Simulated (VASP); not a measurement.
# Pt (Pm-3n) in VASP: further runs

Runs on Pt. Level: revPBE. Tasks: single point, relaxation of cell and atoms.

Everything below comes from runs of VASP 6.6.1. Logs are shortened: lines on timing, memory, paths and dates and some standing lists are left out, and cuts for length are marked.

## 1. The cell of the first run

Symmetry: Pm-3n, No. 223, cubic system. Conventional cell: a = 5.088 Å, b = 5.088 Å, c = 5.088 Å, α = 90.00°, β = 90.00°, γ = 90.00°. Pt (site symmetry m-3) has 12 Pt at 2.84 Å within 3.7 Å. Within 3.4 Å of Pt (site symmetry -4m2) lie 14 Pt at 2.54 to 3.12 Å.

## 2. Single point, revPBE

INCAR reads:

```
ALGO = Normal
EDIFF = 1E-7
ENCUT = 520
GGA = RE
ISIF = 2
ISMEAR = -1
LASPH = True
LCHARG = True
LELF = True
LREAL = False
LVHAR = True
LWAVE = False
NBANDS = 50
NELM = 100
PREC = Accurate
SIGMA = 0.1
```

KPOINTS reads:

```
k-points
0
Gamma
  5 5 5
```

POSCAR reads:

```
Pt
1.0
    5.0882820062      0.0000000000      0.0000000000
    0.0000000000      5.0882820062      0.0000000000
    0.0000000000      0.0000000000      5.0882820062
Pt
8
Direct
    1.0000000000      0.0000000000      1.0000000000
    0.5000000000      0.5000000000      0.5000000000
    0.2500000000      1.0000000000      0.5000000000
    0.7500000000      0.0000000000      0.5000000000
    0.5000000000      0.2500000000      0.0000000000
    0.5000000000      0.7500000000      1.0000000000
    0.0000000000      0.5000000000      0.2500000000
    0.0000000000      0.5000000000      0.7500000000
```

Potentials or basis: VASP PAW PBE potentials, release 64 (Pt).

On the command line:

```
$ cat potpaw_PBE.64/Pt/POTCAR > POTCAR
$ mpirun -np 1 vasp_std > vasp.out
```

OUTCAR:

```text
EDIFF = 1E-7
   ENCUT = 520
   GGA = RE
   ISIF = 2
   ISMEAR = -1
   LASPH = True
   LREAL = False
   NELM = 100
   PREC = Accurate

 ion  position               nearest neighbor table
   1  0.000  0.000  0.000-   3 2.84   4 2.84   5 2.84   6 2.84   7 2.84   8 2.84   3 2.84   4 2.84
                             7 2.84   8 2.84   5 2.84   6 2.84
   2  0.500  0.500  0.500-   3 2.84   4 2.84   5 2.84   6 2.84   7 2.84   8 2.84   5 2.84   6 2.84
                             3 2.84   4 2.84   7 2.84   8 2.84
   3  0.250  0.000  0.500-   4 2.54   4 2.54   1 2.84   1 2.84   2 2.84   2 2.84   8 3.12   5 3.12
                             5 3.12   6 3.12   6 3.12   7 3.12   8 3.12   7 3.12
   4  0.750  0.000  0.500-   3 2.54   3 2.54   1 2.84   1 2.84   2 2.84   2 2.84   8 3.12   5 3.12
                             5 3.12   6 3.12   6 3.12   7 3.12   8 3.12   7 3.12
   5  0.500  0.250  0.000-   6 2.54   6 2.54   1 2.84   2 2.84   2 2.84   1 2.84   8 3.12   4 3.12
                             3 3.12   4 3.12   3 3.12   7 3.12   7 3.12   8 3.12
   6  0.500  0.750  0.000-   5 2.54   5 2.54   1 2.84   2 2.84   2 2.84   1 2.84   8 3.12   4 3.12
                             3 3.12   4 3.12   3 3.12   7 3.12   7 3.12   8 3.12
   7  0.000  0.500  0.250-   8 2.54   8 2.54   1 2.84   2 2.84   1 2.84   2 2.84   3 3.12   4 3.12
                             5 3.12   3 3.12   4 3.12   6 3.12   5 3.12   6 3.12
   8  0.000  0.500  0.750-   7 2.54   7 2.54   1 2.84   2 2.84   1 2.84   2 2.84   3 3.12   4 3.12
                             5 3.12   3 3.12   4 3.12   6 3.12   5 3.12   6 3.12

  LATTYP: Found a simple cubic cell.
 ALAT       =     5.0882820062

  Lattice vectors:

 A1 = (   5.0882820062,   0.0000000000,   0.0000000000)
 A2 = (   0.0000000000,   5.0882820062,   0.0000000000)
 A3 = (   0.0000000000,   0.0000000000,   5.0882820062)

Analysis of symmetry for initial positions (statically):
=====================================================================
 Subroutine PRICEL returns:
 Original cell was already a primitive cell.

 Routine SETGRP: Setting up the symmetry group for a
 simple cubic supercell.

 Subroutine GETGRP returns: Found 48 space group operations
 (whereof 24 operations were pure point group operations)
 out of a pool of 48 trial point group operations.

The static configuration has the point symmetry T_h .
 The point group associated with its full space group is O_h .

Analysis of symmetry for dynamics (positions and initial velocities):
=====================================================================
 Subroutine PRICEL returns:
 Original cell was already a primitive cell.

 Routine SETGRP: Setting up the symmetry group for a
 simple cubic supercell.

 Subroutine GETGRP returns: Found 48 space group operations
 (whereof 24 operations were pure point group operations)
 out of a pool of 48 trial point group operations.

The dynamic configuration has the point symmetry T_h .
 The point group associated with its full space group is O_h .

 Subroutine INISYM returns: Found 48 space group operations
 (whereof 24 operations are pure point group operations),
 and found     1 'primitive' translations

----------------------------------------------------------------------------------------

                                     Primitive cell

  volume of cell :     131.7387

  direct lattice vectors                    reciprocal lattice vectors
     5.088282006  0.000000000  0.000000000     0.196529988  0.000000000  0.000000000
     0.000000000  5.088282006  0.000000000     0.000000000  0.196529988  0.000000000
     0.000000000  0.000000000  5.088282006     0.000000000  0.000000000  0.196529988

  length of vectors
     5.088282006  5.088282006  5.088282006     0.196529988  0.196529988  0.196529988

  position of ions in fractional coordinates (direct lattice)
     0.000000000  0.000000000  0.000000000
     0.500000000  0.500000000  0.500000000
     0.250000000  0.000000000  0.500000000
     0.750000000  0.000000000  0.500000000
     0.500000000  0.250000000  0.000000000
     0.500000000  0.750000000  0.000000000
     0.000000000  0.500000000  0.250000000
     0.000000000  0.500000000  0.750000000

  ion indices of the primitive-cell ions
   primitive index   ion index
                 1           1
                 2           2
                 3           3
                 4           4
                 5           5
                 6           6
                 7           7
                 8           8

----------------------------------------------------------------------------------------

 KPOINTS: k-points

Automatic generation of k-mesh.
 Grid dimensions read from file:
 generate k-points for:    5    5    5

 Generating k-lattice:

  Cartesian coordinates                     Fractional coordinates (reciprocal lattice)
     0.039305998  0.000000000  0.000000000     0.200000000  0.000000000  0.000000000
     0.000000000  0.039305998  0.000000000     0.000000000  0.200000000  0.000000000
     0.000000000  0.000000000  0.039305998     0.000000000  0.000000000  0.200000000

  Length of vectors
     0.039305998  0.039305998  0.039305998

  Shift w.r.t. Gamma in fractional coordinates (k-lattice)
     0.000000000  0.000000000  0.000000000

 Subroutine IBZKPT returns following result:
 ===========================================

 Found     10 irreducible k-points:

 Following reciprocal coordinates:
            Coordinates               Weight
  0.000000  0.000000  0.000000      1.000000
  0.200000  0.000000  0.000000      6.000000
  0.400000  0.000000  0.000000      6.000000
  0.200000  0.200000  0.000000     12.000000
  0.400000  0.200000  0.000000     24.000000
  0.400000  0.400000  0.000000     12.000000
  0.200000  0.200000  0.200000      8.000000
  0.400000  0.200000  0.200000     24.000000
  0.400000  0.400000  0.200000     24.000000
  0.400000  0.400000  0.400000      8.000000
   k-points           NKPTS =     10   k-points in BZ     NKDIM =     10   number of bands    NBANDS=     50
   number of dos      NEDOS =    301   number of ions     NIONS =      8
   total plane-waves  NPLWV =  64000
   dimension x,y,z NGX =    40 NGY =   40 NGZ =   40
   dimension x,y,z NGXF=    80 NGYF=   80 NGZF=   80
   ions per type =               8
   NGX,Y,Z   is equivalent  to a cutoff of  13.07, 13.07, 13.07 a.u.
   NGXF,Y,Z  is equivalent  to a cutoff of  26.14, 26.14, 26.14 a.u.
 SYSTEM =  unknown system
   PREC   = accura    normal or accurate (medium, high low for compatibility)
   ISTART =      0    job   : 0-new  1-cont  2-samecut
   ICHARG =      2    charge: 1-file 2-atom 10-const
   ISPIN  =      1    spin polarized calculation?
   LNONCOLLINEAR =      F non collinear calculations
   LSORBIT =      F    spin-orbit coupling
   LASPH  =      T    aspherical Exc in radial PAW
   ENCUT  =  520.0 eV  38.22 Ry    6.18 a.u.   9.46  9.46  9.46*2*pi/ulx,y,z
   NELM   =    100;   NELMIN=  2; NELMDL= -5     # of ELM steps
   EDIFF  = 0.1E-06   stopping-criterion for ELM
   LREAL  =      F    real-space projection
   EDIFFG = 0.1E-05   stopping-criterion for IOM
   NSW    =      0    number of steps for IOM
   IBRION =     -1    ionic relax: 0-MD 1-quasi-New 2-CG
   NFREE  =      0    steps in history (QN), initial steepest desc. (CG)
   ISIF   =      2    stress and relaxation
   ISYM   =      2    0-nonsym 1-usesym 2-fastsym
   POTIM  = 0.5000    time-step for ionic-motion
   TEBEG  =    0.0;   TEEND  =   0.0 temperature during run
   PSTRESS=    0.0 pullay stress
   NELECT =      80.0000    total number of electrons
   NUPDOWN=      -1.0000    fix difference up-down
   EMIN   =  10.00;   EMAX   =-10.00  energy-range for DOS
   EFERMI =   0.00;   METHOD = LEGACY
   ISMEAR =    -1;   SIGMA  =   0.10  broadening in eV -4-tet -1-fermi 0-gaus
   EFERMI_NEDOS =   21; number of points for ismear=-14 and -15
   IALGO  =     38    algorithm
   IMIX   =      4    mixing-type and parameters
     AMIX     =   0.40;   BMIX     =  1.00
     AMIX_MAG =   1.60;   BMIX_MAG =  1.00
  volume/ion in A,a.u.               =      16.47       111.13
  Fermi-wavevector in a.u.,A,eV,Ry     =   1.386331  2.619786 26.149229  1.921914
  Thomas-Fermi vector in A             =   2.510657
   LORBIT       =      0    0 simple, 1 ext, 2 COOP (PROOUT), +10 PAW based schemes
   GGA     = RE    functional components
   LHFCALC =     F    Hartree Fock is set to
   AEXX    =    0.0000 exact exchange contribution
   IVDW    =     0    specifies the selected vdW correction
   LEPSILON=     F    determine dielectric tensor
   LRPA    =     F    only Hartree local field effects (RPA)
 non-spin polarized calculation
  energy-cutoff  :      520.00
  volume of cell :      131.74
 maximum number of plane-waves:      3579
 NGX is ok and might be reduce to    40
   NGX = 19   NGY = 19   NGZ = 19

 number of electron      79.9999986 magnetization

 Free energy of the ion-electron system (eV)
  ---------------------------------------------------
  ext. energy  EPLUGINS =         0.00000000
  ---------------------------------------------------
  free energy    TOTEN  =       -42.85238069 eV

  energy without entropy =      -42.38502203  energy(sigma->0) =      -42.61870136

 E-fermi :   9.7086     XC(G=0): -12.8957

 val. band max:        9.7004636339   @ k =   0.4000   0.4000   0.0000
 cond. band min:       9.7133276015   @ k =   0.4000   0.4000   0.0000
 fundamental gap:      0.0128639675
 Fermi energy:         9.7086468852

 k-point     1 :       0.0000    0.0000    0.0000
  band No.  band energies     occupation
      1       0.4507      2.00000
      2       2.9949      2.00000
      3       2.9949      2.00000
      4       4.1567      2.00000
      5       4.3230      2.00000
      6       4.4947      2.00000
[... 42 lines left out ...]
     49      16.9246      0.00000
     50      16.9246      0.00000

 k-point     2 :       0.2000    0.0000    0.0000
  band No.  band energies     occupation
      1       0.7564      2.00000
      2       2.9185      2.00000
      3       3.2743      2.00000
      4       3.7435      2.00000
      5       4.4007      2.00000
      6       4.5253      2.00000
[... 42 lines left out ...]
     49      15.2819      0.00000
     50      16.5523      0.00000

 k-point     3 :       0.4000    0.0000    0.0000
  band No.  band energies     occupation
      1       1.5789      2.00000
      2       2.5348      2.00000
      3       3.3954      2.00000
      4       3.4986      2.00000
      5       4.4887      2.00000
      6       4.5705      2.00000
[... 42 lines left out ...]
     49      15.3896      0.00000
     50      15.3896      0.00000

 k-point     4 :       0.2000    0.2000    0.0000
  band No.  band energies     occupation
      1       1.0580      2.00000
      2       3.0297      2.00000
      3       3.4063      2.00000
      4       3.6816      2.00000
      5       4.2967      2.00000
      6       4.5001      2.00000
[... 42 lines left out ...]
     49      15.4700      0.00000
     50      15.8108      0.00000

 k-point     5 :       0.4000    0.2000    0.0000
  band No.  band energies     occupation
      1       1.8617      2.00000
      2       2.7693      2.00000
      3       3.4856      2.00000
      4       3.6530      2.00000
      5       4.2871      2.00000
      6       4.3596      2.00000
[... 42 lines left out ...]
     49      15.3834      0.00000
     50      16.1800      0.00000

 k-point     6 :       0.4000    0.4000    0.0000
  band No.  band energies     occupation
      1       2.5583      2.00000
      2       3.1601      2.00000
      3       3.5199      2.00000
      4       3.9391      2.00000
      5       3.9405      2.00000
      6       4.0796      2.00000
[... 42 lines left out ...]
     49      15.3173      0.00000
     50      15.7517      0.00000

 k-point     7 :       0.2000    0.2000    0.2000
  band No.  band energies     occupation
      1       1.3561      2.00000
      2       3.3459      2.00000
      3       3.3459      2.00000
      4       3.6945      2.00000
      5       4.3258      2.00000
      6       4.3258      2.00000
[... 42 lines left out ...]
     49      15.4196      0.00000
     50      15.4196      0.00000

 k-point     8 :       0.4000    0.2000    0.2000
  band No.  band energies     occupation
      1       2.1457      2.00000
      2       3.0272      2.00000
      3       3.6468      2.00000
      4       3.7358      2.00000
      5       4.2520      2.00000
      6       4.2965      2.00000
[... 42 lines left out ...]
     49      16.0151      0.00000
     50      16.4684      0.00000

 k-point     9 :       0.4000    0.4000    0.2000
  band No.  band energies     occupation
      1       2.8525      2.00000
      2       3.4593      2.00000
      3       3.6735      2.00000
      4       3.9886      2.00000
      5       4.0317      2.00000
      6       4.1391      2.00000
[... 42 lines left out ...]
     49      16.7748      0.00000
     50      17.3933      0.00000

 k-point    10 :       0.4000    0.4000    0.4000
  band No.  band energies     occupation
      1       3.4954      2.00000
      2       3.9414      2.00000
      3       3.9414      2.00000
      4       4.1384      2.00000
      5       4.2300      2.00000
      6       4.2300      2.00000
[... 42 lines left out ...]
     49      18.4973      0.00000
     50      18.9009      0.00000

------------------------ aborting loop because EDIFF is reached ----------------------------------------

  FORCE on cell =-STRESS in cart. coord.  units (eV):
  Direction    XX          YY          ZZ          XY          YZ          ZX
  --------------------------------------------------------------------------------------
  -------------------------------------------------------------------------------------
  Total       -0.4058730     -0.4058730     -0.4058730      0.0000000      0.0000000      0.0000000
  in kB       -4.9361374     -4.9361374     -4.9361374      0.0000000      0.0000000      0.0000000
  external PRESSURE =      -4.9361374 kB  Pullay stress =       0.0000000 kB

 VOLUME and BASIS-vectors are now :
 -----------------------------------------------------------------------------
  energy-cutoff  :      520.00
  volume of cell :      131.74
      direct lattice vectors                 reciprocal lattice vectors
     5.088282006  0.000000000  0.000000000     0.196529988  0.000000000  0.000000000
     0.000000000  5.088282006  0.000000000     0.000000000  0.196529988  0.000000000
     0.000000000  0.000000000  5.088282006     0.000000000  0.000000000  0.196529988

 POSITION                                       TOTAL-FORCE (eV/Angst)
 -----------------------------------------------------------------------------------
      0.00000      0.00000      0.00000         0.000000      0.000000     -0.000000
      2.54414      2.54414      2.54414         0.000000      0.000000     -0.000000
      1.27207      0.00000      2.54414         0.000000     -0.000000      0.000000
      3.81621      0.00000      2.54414        -0.000000     -0.000000      0.000000
      2.54414      1.27207      0.00000        -0.000000      0.000000     -0.000000
      2.54414      3.81621      0.00000         0.000000      0.000000      0.000000
      0.00000      2.54414      1.27207        -0.000000     -0.000000      0.000000
      0.00000      2.54414      3.81621        -0.000000      0.000000     -0.000000
 -----------------------------------------------------------------------------------
    total drift:                               -0.000000     -0.000000      0.000000

  FREE ENERGIE OF THE ION-ELECTRON SYSTEM (eV)
  ---------------------------------------------------
  free  energy   TOTEN  =       -42.8523806901 eV

  energy  without entropy=      -42.3850220312  energy(sigma->0) =      -42.61870136
```

Wall time 89 s (1 thread of Intel Xeon Platinum 8259CL at 2.50GHz (Skylake/Cascade Lake), shared host); peak memory 0.25 GiB.

Results:

```yaml
Free_energy: -42.8524 eV
Pressure: -0.5 GPa
Band_gap_on_the_k_mesh: zero (band 40 reaches 9.87 eV, above the bottom of band 41 at 9.48 eV)
```

Levels at points of the mesh, in eV from the Fermi level:
```tsv
k point	band 38	band 39	band 40	band 41	band 42	band 43
(0.00, 0.00, 0.00)	-0.20	0.16	0.16	0.16	2.29	2.29
```

Caveat: the PAW data sets were made with another functional, which shifts forces and pressure a little; spin-orbit coupling is left out, which moves the levels of the heavy elements.

(Part 1 of 2 ends here.)
